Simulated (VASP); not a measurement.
# Mg3Te (I4/mmm) in VASP: a series of runs

Runs on Mg3Te. Level: PBE. Tasks: single point.

All numbers are computed with VASP 6.6.1; they aren't measurements. Logs are shortened: lines on timing, memory, paths and dates and some standing lists are left out, and cuts for length are marked.

## 1. The cell of the first run

It takes space group I4/mmm (No. 139, tetragonal). Conventional cell: a = 4.279 Å, b = 4.279 Å, c = 10.565 Å, α = 90.00°, β = 90.00°, γ = 90.00°. Within 4.0 Å of Mg (site symmetry 4/mmm) lie 4 Te at 3.03 Å and 8 Mg at 3.40 Å. Mg (site symmetry -4m2) has 8 Mg at 3.03 to 3.40 Å and 4 Te at 3.40 Å within 4.0 Å. Within 4.0 Å of Te (site symmetry 4/mmm) lie 12 Mg at 3.03 to 3.40 Å.

## 2. Single point, PBE

Input file INCAR:

```
SYSTEM = Mg3Te
PREC     = Accurate       ! precision mode
ENCUT    = 520            ! plane-wave cutoff, eV
EDIFF    = 1E-7           ! SCF threshold, eV
ISMEAR   = 1              ! smearing method
SIGMA    = 0.06802846561497 ! smearing width, eV
LREAL    = .FALSE.        ! projectors in reciprocal space
LASPH    = .TRUE.         ! aspherical terms in the spheres
NELM     = 60             ! most SCF steps
ALGO     = Normal         ! electronic algorithm
ISIF     = 2              ! what is computed and relaxed
LWAVE    = .FALSE.        ! write WAVECAR
LCHARG   = .FALSE.        ! write CHGCAR
GGA      = PE             ! functional
NBANDS   = 14             ! bands
```

Input file KPOINTS:

```
regular mesh
0
G
  6 6 6
  0 0 0
```

Input file POSCAR:

```
Mg3Te
1.0
   -2.1393600000      2.1393600000      5.2824880000
    2.1393600000     -2.1393600000      5.2824880000
    2.1393600000      2.1393600000     -5.2824880000
Mg Te
3 1
Direct
    0.5000000000      0.5000000000      0.0000000000
    0.7500000000      0.2500000000      0.5000000000
    0.2500000000      0.7500000000      0.5000000000
    0.0000000000      0.0000000000      0.0000000000
```

Potentials or basis: VASP PAW PBE potentials, release 64 (Mg, Te).

The run is started by

```sh
$ cat potpaw_PBE.64/Mg/POTCAR potpaw_PBE.64/Te/POTCAR > POTCAR
$ mpirun -np 1 vasp_std > vasp.out
```

OUTCAR:

```text
SYSTEM = Mg3Te
   PREC = Accurate
   ENCUT = 520
   EDIFF = 1E-7
   ISMEAR = 1
   LREAL = .FALSE.
   LASPH = .TRUE.
   NELM = 60
   ISIF = 2
   GGA = PE

 ion  position               nearest neighbor table
   1  0.500  0.500  0.000-   4 3.03   4 3.03   4 3.03   4 3.03   3 3.40   2 3.40   3 3.40   2 3.40
                             3 3.40   3 3.40   2 3.40   2 3.40
   2  0.750  0.250  0.500-   3 3.03   3 3.03   3 3.03   3 3.03   4 3.40   1 3.40   4 3.40   4 3.40
                             1 3.40   1 3.40   4 3.40   1 3.40
   3  0.250  0.750  0.500-   2 3.03   2 3.03   2 3.03   2 3.03   4 3.40   1 3.40   4 3.40   1 3.40
                             4 3.40   4 3.40   1 3.40   1 3.40
   4  0.000  0.000  0.000-   1 3.03   1 3.03   1 3.03   1 3.03   3 3.40   2 3.40   3 3.40   3 3.40
                             2 3.40   2 3.40   3 3.40   2 3.40

  LATTYP: Found a body centered tetragonal cell.
 ALAT       =     4.2787200000
 C/A-ratio  =     2.4691907860

  Lattice vectors:

 A1 = (  -2.1393600000,   2.1393600000,   5.2824880000)
 A2 = (   2.1393600000,  -2.1393600000,   5.2824880000)
 A3 = (   2.1393600000,   2.1393600000,  -5.2824880000)

Analysis of symmetry for initial positions (statically):
=====================================================================
 Subroutine PRICEL returns:
 Original cell was already a primitive cell.

 Routine SETGRP: Setting up the symmetry group for a
 body centered tetragonal supercell.

 Subroutine GETGRP returns: Found 16 space group operations
 (whereof 16 operations were pure point group operations)
 out of a pool of 16 trial point group operations.

The static configuration has the point symmetry D_4h.

Analysis of symmetry for dynamics (positions and initial velocities):
=====================================================================
 Subroutine PRICEL returns:
 Original cell was already a primitive cell.

 Routine SETGRP: Setting up the symmetry group for a
 body centered tetragonal supercell.

 Subroutine GETGRP returns: Found 16 space group operations
 (whereof 16 operations were pure point group operations)
 out of a pool of 16 trial point group operations.

The dynamic configuration has the point symmetry D_4h.

 Subroutine INISYM returns: Found 16 space group operations
 (whereof 16 operations are pure point group operations),
 and found     1 'primitive' translations

----------------------------------------------------------------------------------------

                                     Primitive cell

  volume of cell :      96.7089
[... 108 lines left out ...]
   ISMEAR =     1;   SIGMA  =   0.07  broadening in eV -4-tet -1-fermi 0-gaus
   EFERMI_NEDOS =   21; number of points for ismear=-14 and -15
   IALGO  =     38    algorithm
   IMIX   =      4    mixing-type and parameters
     AMIX     =   0.40;   BMIX     =  1.00
     AMIX_MAG =   1.60;   BMIX_MAG =  1.00
  volume/ion in A,a.u.               =      24.18       163.16
  Fermi-wavevector in a.u.,A,eV,Ry     =   0.816544  1.543045  9.071614  0.666745
  Thomas-Fermi vector in A             =   1.926832
   LORBIT       =      0    0 simple, 1 ext, 2 COOP (PROOUT), +10 PAW based schemes
   GGA     = PE    functional components
   LHFCALC =     F    Hartree Fock is set to
   AEXX    =    0.0000 exact exchange contribution
   IVDW    =     0    specifies the selected vdW correction
   LEPSILON=     F    determine dielectric tensor
   LRPA    =     F    only Hartree local field effects (RPA)
 non-spin polarized calculation
 Methfessel and Paxton  Order N= 1 SIGMA  =   0.07
  energy-cutoff  :      520.00
  volume of cell :       96.71
 maximum number of plane-waves:      2626
 NGX is ok and might be reduce to    48
   NGX = 23   NGY = 23   NGZ = 23

 number of electron      12.0000000 magnetization

 Free energy of the ion-electron system (eV)
  ---------------------------------------------------
  ext. energy  EPLUGINS =         0.00000000
  ---------------------------------------------------
  free energy    TOTEN  =        -8.30704264 eV

  energy without entropy =       -8.30675296  energy(sigma->0) =       -8.30694608

 E-fermi :   4.5532     XC(G=0):  -8.9367

 val. band max:        4.4760935473   @ k =  -0.1667  -0.1667   0.1667
 cond. band min:       4.5828991559   @ k =  -0.3333   0.5000   0.3333
 fundamental gap:      0.1068056086
 Fermi energy:         4.5532327140

 k-point     1 :       0.0000    0.0000    0.0000
  band No.  band energies     occupation
      1      -7.6991      2.00000
      2       0.2473      2.00000
      3       0.3629      2.00000
      4       1.9288      2.00000
      5       1.9288      2.00000
      6       4.8305     -0.00000
      7       5.7667     -0.00000
      8       6.1241      0.00000
      9       6.1241      0.00000
     10       6.3352      0.00000
     11       8.1120      0.00000
     12      11.0022      0.00000
     13      11.0022      0.00000
     14      11.2040      0.00000
[... 377 lines left out ...]
      1      -7.5391      2.00000
      2      -1.1258      2.00000
      3       0.5686      2.00000
      4       1.9412      2.00000
      5       2.8061      2.00000
      6       4.4343      2.03302
      7       5.5567     -0.00000
      8       6.8917      0.00000
      9       7.1062      0.00000
     10       7.8551      0.00000
     11       8.7888      0.00000
     12       9.2885      0.00000
     13      10.5211      0.00000
     14      10.6722      0.00000

 [... further k-points ...]

------------------------ aborting loop because EDIFF is reached ----------------------------------------

  FORCE on cell =-STRESS in cart. coord.  units (eV):
  Direction    XX          YY          ZZ          XY          YZ          ZX
  --------------------------------------------------------------------------------------
  -------------------------------------------------------------------------------------
  Total        0.0149729      0.0149729      0.0459142      0.0000000      0.0000000      0.0000000
  in kB        0.2480570      0.2480570      0.7606606      0.0000000      0.0000000      0.0000000
  external PRESSURE =       0.4189248 kB  Pullay stress =       0.0000000 kB

 VOLUME and BASIS-vectors are now :
 -----------------------------------------------------------------------------
  energy-cutoff  :      520.00
  volume of cell :       96.71
      direct lattice vectors                 reciprocal lattice vectors
    -2.139360000  2.139360000  5.282488000     0.000000000  0.233714756  0.094652368
     2.139360000 -2.139360000  5.282488000     0.233714756  0.000000000  0.094652368
     2.139360000  2.139360000 -5.282488000     0.233714756  0.233714756  0.000000000

 POSITION                                       TOTAL-FORCE (eV/Angst)
 -----------------------------------------------------------------------------------
      0.00000      0.00000      5.28249        -0.000000      0.000000     -0.000000
      0.00000      2.13936      2.64124         0.000000      0.000000     -0.000000
      2.13936      0.00000      2.64124        -0.000000     -0.000000      0.000000
      0.00000      0.00000      0.00000        -0.000000      0.000000     -0.000000
 -----------------------------------------------------------------------------------
    total drift:                                0.000000     -0.000000     -0.000000

  FREE ENERGIE OF THE ION-ELECTRON SYSTEM (eV)
  ---------------------------------------------------
  free  energy   TOTEN  =        -8.3070426430 eV

  energy  without entropy=       -8.3067529559  energy(sigma->0) =       -8.30694608
```

Run time: 3 min. Hardware: 1 thread of Intel Xeon 8259CL, shared host; peak memory 0.33 GiB.

Results:

| Quantity | Value |
| --- | --- |
| Free energy | -8.3070 eV |
| Pressure | 0.0 GPa |
| Band gap on the k mesh | zero (bands 6 and 7 overlap by 1.41 eV) |

Caveat: spin-orbit coupling is left out, which moves the levels of the heavy elements.

## 3. Single point, PBE

Input file INCAR:

```
SYSTEM = Mg3Te
ALGO = Fast
EDIFF = 1E-7
ENCUT = 520
GGA = PE
ISIF = 2
ISMEAR = -4
LASPH = .TRUE.
LCHARG = .FALSE.
LREAL = .FALSE.
LWAVE = .FALSE.
NBANDS = 14
NELM = 100
PREC = Accurate
SIGMA = 0.1
```

Input file KPOINTS:

```
k-points
0
G
  6 6 6
  0 0 0
```

POSCAR is that of step 2.

Potentials or basis: VASP PAW PBE potentials, release 64 (Mg, Te).

The run is started by

```sh
$ cat potpaw_PBE.64/Mg/POTCAR potpaw_PBE.64/Te/POTCAR > POTCAR
$ mpirun -np 1 vasp_std > vasp.out
```

Run time: 2.8 min. Hardware: 1 thread of Intel Xeon 8259CL, shared host; peak memory 0.33 GiB.

The run converged. Its results:

```yaml
Free_energy: -8.1865 eV
Pressure: 0.2 GPa
Band_gap_on_the_k_mesh: zero (bands 6 and 7 overlap by 1.44 eV)
```

Stress tensor (GPa, compression positive):
```
0.05 0.00 0.00
0.00 0.05 0.00
0.00 0.00 0.59
```

Levels at points of the mesh, in eV from the Fermi level:
```tsv
k point	band 3	band 4	band 5	band 6	band 7	band 8	band 9	band 10
(0.00, 0.00, 0.00)	-4.16	-2.58	-2.58	0.29	1.22	1.56	1.56	1.80
(0.50, 0.00, 0.00)	-4.24	-3.07	-2.13	0.23	0.97	2.29	2.60	2.99
(0.50, 0.50, 0.00)	-4.76	-3.56	-2.57	-1.54	-0.14	0.94	1.11	1.64
(0.50, 0.50, 0.50)	-2.79	-2.79	-1.46	0.46	1.15	3.23	3.23	3.37
```

Caveat: spin-orbit coupling is left out, which moves the levels of the heavy elements.
